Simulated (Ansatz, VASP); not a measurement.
One calculation of Sn, two programs

File INCAR:

```
SYSTEM = Sn
PREC = Accurate
ENCUT = 520
EDIFF = 1E-6
ISMEAR = -1
SIGMA = 0.02
LREAL = .FALSE.
LASPH = .TRUE.
NELM = 80
ALGO = Normal
ISIF = 2
LWAVE = .FALSE.
LCHARG = .FALSE.
LDIPOL = .TRUE.
IDIPOL = 3
DIPOL = 0.5 0.5 0.500
GGA = PE
NBANDS = 51
```

File KPOINTS:

```
regular mesh
0
G
  7 7 1
  0 0 0
```

The input POSCAR:

```
Sn
1.0
    4.7064645918      0.0000000000      0.0000000000
    0.0000000000      4.7064645918      0.0000000000
    0.0000000000      0.0000000000     15.3428000000
Sn
6
Direct
    0.7500000000      0.0000000000      0.2281198747
    0.2500000000      0.0000000000      0.3366087583
    0.2500000000      0.5000000000      0.4465179552
    0.7500000000      0.5000000000      0.5534820435
    0.7500000000      0.0000000000      0.6633912416
    0.2500000000      0.0000000000      0.7718801253
```

Input for Ansatz:

```yaml
crystal:
  lattice:
    - [4.7064645918, 0.0, 0.0]
    - [0.0, 4.7064645918, 0.0]
    - [0.0, 0.0, 15.3428]
  atoms:
    - { symbol: Sn, position: [0.75, 0.0, 0.2281198747] }
    - { symbol: Sn, position: [0.25, 0.0, 0.3366087583] }
    - { symbol: Sn, position: [0.25, 0.5, 0.4465179552] }
    - { symbol: Sn, position: [0.75, 0.5, 0.5534820435] }
    - { symbol: Sn, position: [0.75, 0.0, 0.6633912416] }
    - { symbol: Sn, position: [0.25, 0.0, 0.7718801253] }
kpoints:
  mp_grid: { grid: [7, 7, 1] }
scf:
  occupations: { method: fermi_dirac, width: 0.02 }
hamiltonian:
  xc: pbe
  pseudopotentials: { kind: all_electron, lapw: { basis_error: 0.001 } }
output:
  forces: true
  stress: true
  eigenvalues: true
efield:
  axis: 3
  amplitude: 0
  dipole_correction: true
```

Alike in both runs: task single point; functional PBE; k mesh 7 × 7 × 1; occupations fermi-dirac, width 0.02 eV; no spin polarisation.

```csv
,VASP,Ansatz
version,VASP 6.6.1,Ansatz 0.2.0
potentials or method,"VASP PAW PBE potentials, release 64 (Sn_d), cutoff 520 eV","all-electron LAPW, scalar-relativistic"
```

```csv
,VASP,Ansatz,Ansatz less VASP
rms of the force components (eV/Å),0.005,0.004,-0.0002
```

Atom by atom the forces differ by 0.001 eV/Å (rms over components). Ansatz ran all-electron here, and VASP with PAW potentials. Ansatz's warnings: vacuum density over bound.
